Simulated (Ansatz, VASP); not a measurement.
**One calculation of BaTiO3, two programs**

The input INCAR:

```
SYSTEM = BaTiO3
  ALGO = Normal
  EDIFF = 1E-8
  ENCUT = 520
  GGA = PE
  ISIF = 2
  ISMEAR = -1
  LASPH = .TRUE.
  LCHARG = .FALSE.
  LEFG = .TRUE.
  LREAL = .FALSE.
  LWAVE = .FALSE.
  NBANDS = 28
  NELM = 100
  PREC = Accurate
  SIGMA = 0.05
```

File KPOINTS:

```
k-points
0
G
  9 9 9
  0 0 0
```

Contents of POSCAR:

```
BaTiO3
1.0
    2.8648785846      1.6540384220      2.3482315742
   -2.8648785846      1.6540384220      2.3482315742
    0.0000000000     -3.3080768441      2.3482315742
Ba Ti O
1 1 3
Direct
    0.0000000000      0.0000000000      0.0000000000
    0.5140000000      0.5140000000      0.5140000000
    0.4916000000      0.4916000000      0.9815000000
    0.4916000000      0.9815000000      0.4916000000
    0.9815000000      0.4916000000      0.4916000000
```

Input for Ansatz:

```yaml
crystal:
  lattice:
    - [2.8648785846, 1.654038422, 2.3482315742]
    - [-2.8648785846, 1.654038422, 2.3482315742]
    - [0.0, -3.3080768441, 2.3482315742]
  atoms:
    - { symbol: Ba, position: [0.0, 0.0, 0.0] }
    - { symbol: Ti, position: [0.514, 0.514, 0.514] }
    - { symbol: O, position: [0.4916, 0.4916, 0.9815] }
    - { symbol: O, position: [0.4916, 0.9815, 0.4916] }
    - { symbol: O, position: [0.9815, 0.4916, 0.4916] }
kpoints:
  mp_grid: { grid: [9, 9, 9] }
scf:
  occupations: { method: fermi_dirac, width: 0.05 }
hamiltonian:
  xc: pbe
  pseudopotentials: { kind: all_electron, datasets: crystal }
output:
  forces: true
  stress: true
  eigenvalues: true
  efg: { contact_densities: true }
```

Change from the starting cell: volume scaled by 1.04, crystal datasets.

Alike in both runs: task electric field gradients; functional PBE; k mesh 9 × 9 × 9; occupations fermi-dirac, width 0.05 eV; no spin polarisation.

|  | VASP | Ansatz |
| --- | --- | --- |
| version | VASP 6.6.1 | Ansatz 0.2.0 |
| potentials or method | VASP PAW PBE potentials, release 64 (Ba_sv, Ti_sv, O), cutoff 520 eV | all-electron PAW with datasets made for the crystal, scalar-relativistic |

Ansatz gave:

```
gap on the k mesh at the Fermi level (eV)                     : 2.33
pressure (GPa)                                                : -1.5
traceless stress, the component that is largest in VASP (GPa) : 0.08
rms of the force components (eV/Å)                            : 0.114
size of Vzz on the site where it differs most (V/Å²)          : 10.4
```

**Question.** What did VASP give for the same quantities?

**Answer.** gap on the k mesh at the Fermi level (eV): 2.29; pressure (GPa): 0.1; traceless stress, the component that is largest in VASP (GPa): 0.04; rms of the force components (eV/Å): 0.089; size of Vzz on the site where it differs most (V/Å²): 10.0.

Atom by atom the forces differ by 0.026 eV/Å (rms over components). Ansatz ran all-electron here, and VASP with PAW potentials.

Neither program's run includes spin-orbit coupling.
